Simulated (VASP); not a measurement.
Runs of VASP 6.6.1 on MgO. The structure is that of space group I4/mmm (No. 139), or close to it. The cells are those of the table. 

```csv
cell,gap on the mesh (eV),pressure (GPa)
"a = 3.145, b = 2.973 Å, angles 61.8, 56.4, 61.8°, 2 atoms",4.49,(b)
"a = 2.759, b = 2.973 Å, angles 57.4, 65.2, 57.4°, 2 atoms",7.01,53.4
"a = 3.204, b = 2.973 Å, angles 62.4, 55.3, 62.4°, 2 atoms",(a),-14.3
"a = 2.864, b = 2.973 Å, angles 58.7, 62.5, 58.7°, 2 atoms",6.37,16.9
"a = 2.811, b = 2.973 Å, angles 58.1, 63.9, 58.1°, 2 atoms",6.71,32.0
```

Alike in all rows: task single point; level r2SCAN; potentials or basis VASP PAW PBE potentials, release 64 (Mg, O); no spin polarisation; k mesh 10 × 10 × 10; cutoff (eV) 520; smearing gaussian 0.05 eV.

Task: Estimate the missing entries.

Result: (a) 4.18; (b) -12.6.

Caveats: the PAW data sets were made with another functional, which shifts forces and pressure a little.

